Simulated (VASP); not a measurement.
The system is Mg2SO.

```xyz
4
Lattice="3.1959 0.0000 0.0000 0.0000 3.1959 0.0000 0.0000 0.0000 4.5197" Properties=species:S:1:pos:R:3 pbc="T T T"
O     0.0000    0.0000    0.0000
Mg    0.0000    0.0000    2.2598
Mg    1.5979    1.5979    0.0000
S     1.5979    1.5979    2.2598
```

| Property | Result |
| --- | --- |
| Program | VASP 6.6.1 |
| Task | relaxation of cell and atoms |
| Functional | PBE |
| Potentials or basis | VASP PAW PBE potentials, release 64 (O, Mg, S) |
| Cutoff | 600 eV |
| k mesh | 8 × 8 × 6 |
| Occupations | fermi-dirac, width 0.02 eV |
| Spin | no spin polarisation |

At the start: pressure 28.9 GPa; volume 11.54 Å³/atom.

Q: How do energy, volume and symmetry change on relaxing?

A: Over 7 steps the energy falls by 195.4 meV/atom and the volume is 14.10 Å³/atom (+22.2 %); space group P4/mmm (No. 123, to 0.1 Å) before and after.

The path:
| step | energy change (eV) | largest force (eV/Å) | pressure (GPa) | volume (Å³) |
| --- | --- | --- | --- | --- |
| 1 | 0.0000 | 0.0000 | 28.85 | 46.16 |
| 2 | -0.6645 | 0.0000 | -6.94 | 61.48 |
| 3 | -0.7810 | 0.0000 | 0.18 | 56.33 |
| 4 | -0.7810 | 0.0000 | -0.19 | 56.55 |
| 5 | -0.7814 | 0.0000 | -0.18 | 56.54 |
| 6 | -0.7815 | 0.0000 | -0.16 | 56.53 |
| 7 | -0.7816 | 0.0000 | 0.04 | 56.40 |

Final structure:
```yaml
crystal:
  lattice:
    - [3.43034, 0.00000, 0.00000]
    - [0.00000, 3.43034, 0.00000]
    - [0.00000, 0.00000, 4.79322]
  atoms:
    - { symbol: O, position: [0.00000, 0.00000, 0.00000] }
    - { symbol: Mg, position: [0.00000, 0.00000, 0.50000] }
    - { symbol: Mg, position: [0.50000, 0.50000, 0.00000] }
    - { symbol: S, position: [0.50000, 0.50000, 0.50000] }
```

Caveat: the volume moved by over 15 % at a fixed basis, so the end points are rough.
